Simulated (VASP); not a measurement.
# V3F (Fm-3m) in VASP: further runs

Runs on V3F. Level: PBE. Tasks: single point, relaxation of cell and atoms.

Everything below comes from runs of VASP 6.6.1. Logs are shortened: lines on timing, memory, paths and dates and some standing lists are left out, and cuts for length are marked.

### Step 1. The cell of the first run

It takes space group Fm-3m (No. 225, cubic). The conventional cell has a = 5.898 Å, b = 5.898 Å, c = 5.898 Å, α = 90.00°, β = 90.00°, γ = 90.00°. V (site symmetry m-3m) has 8 V at 2.55 Å and 6 F at 2.95 Å within 3.4 Å. Within 3.4 Å of V (site symmetry -43m) lie 10 V at 2.55 to 2.95 Å and 4 F at 2.55 Å. Within 3.4 Å of F (site symmetry m-3m) lie 14 V at 2.55 to 2.95 Å.

The cell was built from a structure type or drawn by symmetry, and may not be a known phase.

### Step 2. Single point, PBE, collinear spin, ferromagnetic start

INCAR reads:

```
PREC = Accurate
ENCUT = 520
EDIFF = 1E-6
ISMEAR = 0
SIGMA = 0.1
LREAL = False
LASPH = True
NELM = 150
ALGO = Normal
ISIF = 2
LWAVE = False
LCHARG = True
ISPIN = 2
MAGMOM = 2 2 2 0
LORBIT = 11
LMAXMIX = 4
GGA = PE
LELF = True
LVHAR = True
NBANDS = 35
```

KPOINTS reads:

```
Automatic mesh
0
Gamma
  6 6 6
```

POSCAR reads:

```
V3F
1.0
    0.0000000000      2.9488631800      2.9488631800
    2.9488631800      0.0000000000      2.9488631800
    2.9488631800      2.9488631800      0.0000000000
V F
3 1
Direct
    0.0000000000      0.0000000000      0.0000000000
    0.2500000000      0.2500000000      0.2500000000
    0.7500000000      0.7500000000      0.7500000000
    0.5000000000      0.5000000000      0.5000000000
```

Potentials or basis: VASP PAW PBE potentials, release 64 (V_sv, F).

Started as:

```console
> cat potpaw_PBE.64/V_sv/POTCAR potpaw_PBE.64/F/POTCAR > POTCAR
> mpirun -np 1 vasp_std > vasp.out
```

OUTCAR:

```text
PREC = Accurate
   ENCUT = 520
   EDIFF = 1E-6
   ISMEAR = 0
   LREAL = False
   LASPH = True
   NELM = 150
   ISIF = 2
   ISPIN = 2
   LORBIT = 11
   GGA = PE

 ion  position               nearest neighbor table
   1  0.000  0.000  0.000-   3 2.55   3 2.55   3 2.55   2 2.55   3 2.55   2 2.55   2 2.55   2 2.55

   2  0.250  0.250  0.250-   1 2.55   1 2.55   1 2.55   1 2.55
   3  0.750  0.750  0.750-   1 2.55   1 2.55   1 2.55   1 2.55
   4  0.500  0.500  0.500-

  LATTYP: Found a face centered cubic cell.
 ALAT       =     5.8977263600

  Lattice vectors:

 A1 = (   0.0000000000,   2.9488631800,   2.9488631800)
 A2 = (   2.9488631800,   0.0000000000,   2.9488631800)
 A3 = (   2.9488631800,   2.9488631800,   0.0000000000)

Analysis of symmetry for initial positions (statically):
=====================================================================
 Subroutine PRICEL returns:
 Original cell was already a primitive cell.

 Routine SETGRP: Setting up the symmetry group for a
 face centered cubic supercell.

 Subroutine GETGRP returns: Found 48 space group operations
 (whereof 48 operations were pure point group operations)
 out of a pool of 48 trial point group operations.

The static configuration has the point symmetry O_h .

Analysis of symmetry for dynamics (positions and initial velocities):
=====================================================================
 Subroutine PRICEL returns:
 Original cell was already a primitive cell.

 Routine SETGRP: Setting up the symmetry group for a
 face centered cubic supercell.

 Subroutine GETGRP returns: Found 48 space group operations
 (whereof 48 operations were pure point group operations)
 out of a pool of 48 trial point group operations.

The dynamic configuration has the point symmetry O_h .

Analysis of structural, dynamic, and magnetic symmetry:
=====================================================================
 Subroutine PRICEL returns:
 Original cell was already a primitive cell.

 Routine SETGRP: Setting up the symmetry group for a
 face centered cubic supercell.

 Subroutine GETGRP returns: Found 48 space group operations
 (whereof 48 operations were pure point group operations)
 out of a pool of 48 trial point group operations.

The overall configuration has the point symmetry O_h .

 Subroutine INISYM returns: Found 48 space group operations
 (whereof 48 operations are pure point group operations),
 and found     1 'primitive' translations

----------------------------------------------------------------------------------------

                                     Primitive cell

  volume of cell :      51.2854

  direct lattice vectors                    reciprocal lattice vectors
     0.000000000  2.948863180  2.948863180    -0.169556866  0.169556866  0.169556866
     2.948863180  0.000000000  2.948863180     0.169556866 -0.169556866  0.169556866
     2.948863180  2.948863180  0.000000000     0.169556866  0.169556866 -0.169556866

  length of vectors
     4.170322303  4.170322303  4.170322303     0.293681107  0.293681107  0.293681107

  position of ions in fractional coordinates (direct lattice)
     0.000000000  0.000000000  0.000000000
     0.250000000  0.250000000  0.250000000
     0.750000000  0.750000000  0.750000000
     0.500000000  0.500000000  0.500000000

  ion indices of the primitive-cell ions
   primitive index   ion index
                 1           1
                 2           2
                 3           3
                 4           4

----------------------------------------------------------------------------------------

 KPOINTS: Automatic mesh

Automatic generation of k-mesh.
 Grid dimensions read from file:
 generate k-points for:    6    6    6

 Generating k-lattice:

  Cartesian coordinates                     Fractional coordinates (reciprocal lattice)
    -0.028259478  0.028259478  0.028259478     0.166666667  0.000000000  0.000000000
     0.028259478 -0.028259478  0.028259478     0.000000000  0.166666667  0.000000000
     0.028259478  0.028259478 -0.028259478     0.000000000  0.000000000  0.166666667

  Length of vectors
     0.048946851  0.048946851  0.048946851

  Shift w.r.t. Gamma in fractional coordinates (k-lattice)
     0.000000000  0.000000000  0.000000000

 Subroutine IBZKPT returns following result:
 ===========================================

 Found     16 irreducible k-points:

 Following reciprocal coordinates:
            Coordinates               Weight
  0.000000  0.000000  0.000000      1.000000
  0.166667  0.000000  0.000000      8.000000
  0.333333  0.000000  0.000000      8.000000
  0.500000  0.000000  0.000000      4.000000
  0.166667  0.166667  0.000000      6.000000
  0.333333  0.166667  0.000000     24.000000
[... 8 lines left out ...]
 -0.333333  0.333333  0.166667     24.000000
 -0.333333  0.500000  0.166667     12.000000
   k-points           NKPTS =     16   k-points in BZ     NKDIM =     16   number of bands    NBANDS=     35
[... 99 lines left out ...]
  band No.  band energies     occupation
      1     -55.6439      1.00000
      2     -55.6066      1.00000
      3     -54.6771      1.00000
      4     -29.5940      1.00000
      5     -29.5841      1.00000
      6     -29.5841      1.00000
[... 27 lines left out ...]
     34      16.4643      0.00000
     35      16.4643      0.00000
[... 419 lines left out ...]
 k-point    15 :      -0.3333    0.3333    0.1667
  band No.  band energies     occupation
      1     -55.6218      1.00000
      2     -55.6206      1.00000
      3     -54.6856      1.00000
      4     -29.6973      1.00000
      5     -29.6069      1.00000
      6     -29.5676      1.00000
[... 27 lines left out ...]
     34      13.8666      0.00000
     35      14.2521      0.00000

 k-point    16 :      -0.3333    0.5000    0.1667
  band No.  band energies     occupation
      1     -55.6254      1.00000
      2     -55.6157      1.00000
      3     -54.6871      1.00000
      4     -29.7196      1.00000
      5     -29.6387      1.00000
      6     -29.6004      1.00000
[... 27 lines left out ...]
     34      12.8213      0.00000
     35      13.1325      0.00000
 Fermi energy:         8.5850269995

 spin component 2

 k-point     1 :       0.0000    0.0000    0.0000
  band No.  band energies     occupation
      1     -55.3033      1.00000
      2     -55.2065      1.00000
      3     -54.7451      1.00000
      4     -29.1870      1.00000
      5     -29.1870      1.00000
      6     -29.1870      1.00000
[... 27 lines left out ...]
     34      17.6340      0.00000
     35      17.6340      0.00000

 k-point     2 :       0.1667    0.0000    0.0000
  band No.  band energies     occupation
      1     -55.2928      1.00000
      2     -55.2103      1.00000
      3     -54.7520      1.00000
      4     -29.2540      1.00000
      5     -29.2266      1.00000
      6     -29.2266      1.00000
[... 27 lines left out ...]
     34      17.2375      0.00000
     35      17.2375      0.00000

 k-point     3 :       0.3333    0.0000    0.0000
  band No.  band energies     occupation
      1     -55.2678      1.00000
      2     -55.2212      1.00000
      3     -54.7666      1.00000
      4     -29.2644      1.00000
      5     -29.2644      1.00000
      6     -29.2619      1.00000
[... 27 lines left out ...]
     34      16.6423      0.00000
     35      16.6423      0.00000
[... 419 lines left out ...]
 k-point    15 :      -0.3333    0.3333    0.1667
  band No.  band energies     occupation
      1     -55.2380      1.00000
      2     -55.2352      1.00000
      3     -54.7830      1.00000
      4     -29.3858      1.00000
      5     -29.2683      1.00000
      6     -29.2443      1.00000
[... 27 lines left out ...]
     34      14.0708      0.00000
     35      14.4283      0.00000

 k-point    16 :      -0.3333    0.5000    0.1667
  band No.  band energies     occupation
      1     -55.2401      1.00000
      2     -55.2302      1.00000
      3     -54.7859      1.00000
      4     -29.4110      1.00000
      5     -29.3250      1.00000
      6     -29.2205      1.00000
[... 27 lines left out ...]
     34      13.0368      0.00000
     35      13.3165      0.00000

------------------------ aborting loop because EDIFF is reached ----------------------------------------

  FORCE on cell =-STRESS in cart. coord.  units (eV):
  Direction    XX          YY          ZZ          XY          YZ          ZX
  --------------------------------------------------------------------------------------
  -------------------------------------------------------------------------------------
  Total        0.3814607      0.3814607      0.3814607     -0.0000000     -0.0000000      0.0000000
  in kB       11.9169871     11.9169871     11.9169871     -0.0000000     -0.0000000      0.0000000
  external PRESSURE =      11.9169871 kB  Pullay stress =       0.0000000 kB

 VOLUME and BASIS-vectors are now :
 -----------------------------------------------------------------------------
  energy-cutoff  :      520.00
  volume of cell :       51.29
      direct lattice vectors                 reciprocal lattice vectors
     0.000000000  2.948863180  2.948863180    -0.169556866  0.169556866  0.169556866
     2.948863180  0.000000000  2.948863180     0.169556866 -0.169556866  0.169556866
     2.948863180  2.948863180  0.000000000     0.169556866  0.169556866 -0.169556866

 POSITION                                       TOTAL-FORCE (eV/Angst)
 -----------------------------------------------------------------------------------
      0.00000      0.00000      0.00000         0.000000     -0.000000      0.000000
      1.47443      1.47443      1.47443         0.000000      0.000000     -0.000000
      4.42329      4.42329      4.42329        -0.000000     -0.000000      0.000000
      2.94886      2.94886      2.94886         0.000000     -0.000000      0.000000
 -----------------------------------------------------------------------------------
    total drift:                                0.000000     -0.000000      0.000000

  FREE ENERGIE OF THE ION-ELECTRON SYSTEM (eV)
  ---------------------------------------------------
  free  energy   TOTEN  =       -27.4738484756 eV

  energy  without entropy=      -27.4468246702  energy(sigma->0) =      -27.46033657

 total charge

# of ion       s       p       d       tot
------------------------------------------
    1        2.409   6.119   3.307  11.835
    2        2.305   6.126   3.093  11.524
    3        2.305   6.126   3.093  11.524
    4        1.780   4.225   0.000   6.005
--------------------------------------------------
tot          8.799  22.595   9.493  40.887

 magnetization (x)

# of ion       s       p       d       tot
------------------------------------------
    1       -0.007   0.033  -0.111  -0.085
    2        0.006   0.006   0.387   0.399
    3        0.006   0.006   0.387   0.399
    4        0.001   0.042   0.000   0.043
--------------------------------------------------
tot          0.006   0.087   0.663   0.755
```

It took 56 s on 1 thread of Intel Xeon Platinum 8375C at 2.90GHz (Ice Lake), shared host; peak memory 0.22 GiB.

What came out:

| Quantity | Value |
| --- | --- |
| Free energy | -27.4738 eV |
| Pressure | 1.2 GPa |
| Net moment | 0.87 μB per cell |
| Site moments | V -0.09, +0.40 (each value once); F +0.04 μB |
| Valence electrons inside the program's atomic spheres | V 11.84, 11.52 (each value once); F 6.00 |

### Step 3. Single point, PBE, collinear spin, ferromagnetic start

This run uses another cell than the first one, of 12.92 Å³/atom.

INCAR reads:

```
SYSTEM = V3F
PREC = Accurate ; ENCUT = 520
EDIFF = 1E-6 ; ISMEAR = 0
SIGMA = 0.1 ; LREAL = .FALSE.
LASPH = .TRUE. ; NELM = 150
ALGO = Normal ; ISIF = 2
LWAVE = .FALSE. ; LCHARG = .FALSE.
ISPIN = 2 ; MAGMOM = 2 2 2 0
LORBIT = 11 ; LMAXMIX = 4
GGA = PE ; NBANDS = 35
```

KPOINTS reads:

```
Automatic mesh
0
G
  6 6 6
  0 0 0
```

POSCAR reads:

```
V3F
1.0
    0.0000000000      2.9567629243      2.9567629243
    2.9567629243      0.0000000000      2.9567629243
    2.9567629243      2.9567629243      0.0000000000
V F
3 1
Direct
    0.0000000000      0.0000000000      0.0000000000
    0.2500000000      0.2500000000      0.2500000000
    0.7500000000      0.7500000000      0.7500000000
    0.5000000000      0.5000000000      0.5000000000
```

Potentials or basis: VASP PAW PBE potentials, release 64 (V_sv, F).

Started as:

```console
> cat potpaw_PBE.64/V_sv/POTCAR potpaw_PBE.64/F/POTCAR > POTCAR
> mpirun -np 1 vasp_std > vasp.out
```

Wall time 51 s (1 thread of Intel Xeon Platinum 8375C at 2.90GHz (Ice Lake), shared host); peak memory 0.22 GiB.

The run converged. Its results:

```yaml
Free_energy: -27.4762 eV
Pressure: 0.2 GPa
Net_moment: 0.93 μB per cell
Site_moments: V -0.10, +0.43 (each value once); F +0.04 μB
Valence_electrons_inside_the_program's_atomic_spheres: V 11.82, 11.51 (each value once); F 6.00
```

Levels at points of the mesh, in eV from the Fermi level:
Spin up:
```csv
k point,band 19,band 20,band 21,band 22,band 23,band 24,band 25,band 26,band 27,band 28
"(0.00, 0.00, 0.00)",-2.45,-0.56,-0.56,-0.56,-0.21,-0.21,-0.21,1.94,1.94,1.94
"(0.50, 0.00, 0.00)",-1.27,-0.98,-0.75,-0.60,-0.60,-0.18,-0.18,0.34,0.34,0.59
"(0.50, 0.50, 0.00)",-1.08,-0.97,-0.97,-0.85,-0.70,0.44,0.44,0.96,1.44,2.07
```
Spin down:
```tsv
k point	band 20	band 21	band 22	band 23	band 24	band 25	band 26	band 27
(0.00, 0.00, 0.00)	-0.48	-0.48	-0.48	0.16	0.16	0.16	2.32	2.32
(0.50, 0.00, 0.00)	-0.79	-0.67	-0.31	-0.31	-0.02	-0.02	0.72	0.72
(0.50, 0.50, 0.00)	-0.79	-0.77	-0.77	-0.49	0.87	0.87	0.90	1.92
```

With open d or f shells a metallic result of PBE can be an artefact of self-interaction; +U or a hybrid may open a gap.

### Step 4. Relaxation of cell and atoms, PBE, collinear spin, ferromagnetic start

INCAR reads:

```
SYSTEM = V3F
PREC = Accurate ; ENCUT = 600
EDIFF = 1E-6 ; ISMEAR = 0
SIGMA = 0.1 ; LREAL = .False.
LASPH = .True. ; NELM = 150
ALGO = Normal ; ISIF = 3
LWAVE = .False. ; LCHARG = .False.
ISPIN = 2 ; MAGMOM = 2 2 2 0
LORBIT = 11 ; LMAXMIX = 4
GGA = PE ; IBRION = 2
NSW = 90 ; EDIFFG = -0.04
```

KPOINTS reads:

```
regular mesh
0
Gamma
  6 6 6
  0 0 0
```

POSCAR reads:

```
V3F
1.0
    0.0000000000      2.9488631800      2.9488631800
    2.9488631800      0.0000000000      2.9488631800
    2.9488631800      2.9488631800      0.0000000000
V F
3 1
Direct
    0.0000000000      0.0000000000      0.0000000000
    0.2500000000      0.2500000000      0.2500000000
    0.7500000000      0.7500000000      0.7500000000
    0.5000000000      0.5000000000      0.5000000000
```

Started as:

```console
> cat potpaw_PBE.64/V_sv/POTCAR potpaw_PBE.64/F/POTCAR > POTCAR
> mpirun -np 1 vasp_std > vasp.out
```

Wall time 2.1 min (1 thread of Intel Xeon Platinum 8375C at 2.90GHz (Ice Lake), shared host); peak memory 0.26 GiB.

Results (log left out):

```
Free energy                                           : -27.4763 eV
Relaxed volume                                        : 12.99 Å³/atom
Relaxed cell                                          : a = 4.189 Å, b = 4.189 Å, c = 4.189 Å, α = 60.00°, β = 60.00°, γ = 60.00°
Space group after relaxing (to 0.1 Å)                 : Fm-3m (No. 225)
Energy gained by relaxing                             : 0.4 meV/atom
Ionic steps                                           : 2
Pressure after relaxing                               : -0.5 GPa
Net moment                                            : 0.98 μB per cell
Site moments                                          : V -0.11, +0.45 (each value once); F +0.05 μB
Valence electrons inside the program's atomic spheres : V 11.81, 11.51 (each value once); F 6.00
```

The path:
| step | energy change (eV) | largest force (eV/Å) | pressure (GPa) | volume (Å³) |
| --- | --- | --- | --- | --- |
| 1 | 0.0000 | 0.0000 | 1.15 | 51.29 |
| 2 | -0.0014 | 0.0000 | -0.48 | 51.97 |

Final structure:
```
V F
1.0
     0.00000    2.96195    2.96195
     2.96195    0.00000    2.96195
     2.96195    2.96195    0.00000
V F
3 1
Direct
  0.00000 0.00000 0.00000
  0.25000 0.25000 0.25000
  0.75000 0.75000 0.75000
  0.50000 0.50000 0.50000
```

Levels at points of the mesh, in eV from the Fermi level:
Spin up:
| k point | band 21 | band 22 | band 23 | band 24 | band 25 | band 26 |
| --- | --- | --- | --- | --- | --- | --- |
| (0.00, 0.00, 0.00) | -0.56 | -0.56 | -0.22 | -0.22 | -0.22 | 1.93 |
| (0.50, 0.00, 0.00) | -0.74 | -0.60 | -0.60 | -0.18 | -0.18 | 0.33 |
| (0.50, 0.50, 0.00) | -0.97 | -0.85 | -0.71 | 0.43 | 0.43 | 0.96 |
Spin down:
```
           k point  band 21  band 22  band 23  band 24  band 25  band 26
(0.00, 0.00, 0.00)    -0.48    -0.48     0.17     0.17     0.17     2.32
(0.50, 0.00, 0.00)    -0.67    -0.29    -0.29    -0.01    -0.01     0.73
(0.50, 0.50, 0.00)    -0.76    -0.76    -0.49     0.88     0.88     0.90
```

### Step 5. Summary

```tsv
task	cell	cutoff (eV)	gap on the mesh (eV)	pressure (GPa)	moment (μB)
single point	a = 4.170 Å, angles 60.0°, 4 atoms	520	none	1.2	0.87
single point	a = 4.181 Å, angles 60.0°, 4 atoms	520	none	0.2	0.93
relaxation of cell and atoms	relaxed from a = 4.170 Å, angles 60.0°, 4 atoms	600	none	-0.5	0.98
```

Alike in all rows: level PBE; potentials or basis VASP PAW PBE potentials, release 64 (V_sv, F); spin collinear, ferromagnetic start; k mesh 6 × 6 × 6; smearing gaussian 0.1 eV.

Total energies depend on the potentials used, so only differences within one code and one set of settings carry meaning.
